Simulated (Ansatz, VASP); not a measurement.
## Cu in VASP and in Ansatz

Contents of INCAR:

```
SYSTEM = Cu
PREC = Accurate
ENCUT = 520
EDIFF = 1E-6
ISMEAR = -1
SIGMA = 0.1
LREAL = .FALSE.
LASPH = .TRUE.
NELM = 60
ALGO = Normal
ISIF = 2
LWAVE = .FALSE.
LCHARG = .FALSE.
NBANDS = 12
```

Contents of KPOINTS:

```
regular mesh
0
G
  17 17 17
  0 0 0
```

File POSCAR:

```
Cu
1.0
   -1.4427900000      1.4427900000      1.3760800000
    1.4427900000     -1.4427900000      1.3760800000
    1.4427900000      1.4427900000     -1.3760800000
Cu
1
Direct
    0.0000000000      0.0000000000      0.0000000000
```

Input for Ansatz:

```yaml
crystal:
  lattice:
    - [-1.44279, 1.44279, 1.37608]
    - [1.44279, -1.44279, 1.37608]
    - [1.44279, 1.44279, -1.37608]
  atoms:
    - { symbol: Cu, position: [0.0, 0.0, 0.0] }
basis:
  ecutwfc: 476.19925930478996
kpoints:
  mp_grid:
    grid: [17, 17, 17]
hamiltonian:
  xc: lda
  pseudopotentials:
    kind: paw
scf:
  occupations:
    method: fermi_dirac
output:
  stress: true
```

Alike in both runs: task single point; functional LDA; k mesh 17 × 17 × 17; no spin polarisation.

|  | VASP | Ansatz |
| --- | --- | --- |
| version | VASP 6.6.1 | Ansatz 0.2.0 |
| potentials or method | VASP PAW LDA potentials, release 64 (Cu), cutoff 520 eV | plane waves, PAW |
| occupations | fermi-dirac, width 0.1 eV | fermi-dirac |
| valence electrons in the cell | 11 | 19 |

Ansatz gave:

- pressure (GPa): -7.8
- traceless stress, the component that is largest in VASP (GPa): -0.27

Estimate VASP's values.

pressure (GPa): -6.9; traceless stress, the component that is largest in VASP (GPa): -0.27.

LDA's correlation is that of Perdew and Zunger in VASP and of Perdew and Wang (1992) in Ansatz. VASP's potentials hold 11 valence electrons a cell and Ansatz's 19, so a difference there can come from the potentials and not from the codes.
